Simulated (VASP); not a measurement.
A run of VASP 6.6.1 is set up as follows.

File INCAR:

```
SYSTEM = Pb
PREC     = Accurate       ! precision mode
ENCUT    = 500            ! plane-wave cutoff, eV
EDIFF    = 1E-6           ! SCF threshold, eV
ISMEAR   = 0              ! smearing method
SIGMA    = 0.05           ! smearing width, eV
LREAL    = .False.        ! projectors in reciprocal space
LASPH    = .True.         ! aspherical terms in the spheres
NELM     = 120            ! most SCF steps
ALGO     = Normal         ! electronic algorithm
ISIF     = 2              ! what is computed and relaxed
LWAVE    = .False.        ! write WAVECAR
LCHARG   = .False.        ! write CHGCAR
GGA      = PE             ! functional
NBANDS   = 13             ! bands
GGA_COMPAT= .False.
```

KPOINTS

```
regular mesh
0
Gamma
  8 8 8
  0 0 0
```

Contents of POSCAR:

```
Pb
1.0
    0.0000000000      2.4894189087      2.4894189087
    2.4894189087      0.0000000000      2.4894189087
    2.4894189087      2.4894189087      0.0000000000
Pb
1
Direct
    0.0000000000      0.0000000000      0.0000000000
```

Potentials or basis: VASP PAW PBE potentials, release 64 (Pb_d).

The run is started by

```sh
$ cat potpaw_PBE.64/Pb_d/POTCAR > POTCAR
$ mpirun -np 1 vasp_std > vasp.out
```

Question: Estimate the band gap on the k mesh.

Answer: Zero (band 7 reaches 14.37 eV, above the bottom of band 8 at 5.75 eV).

Question: Estimate the pressure.

Answer: 1.7 GPa.

Caveat: spin-orbit coupling is left out, which moves the levels of the heavy elements.
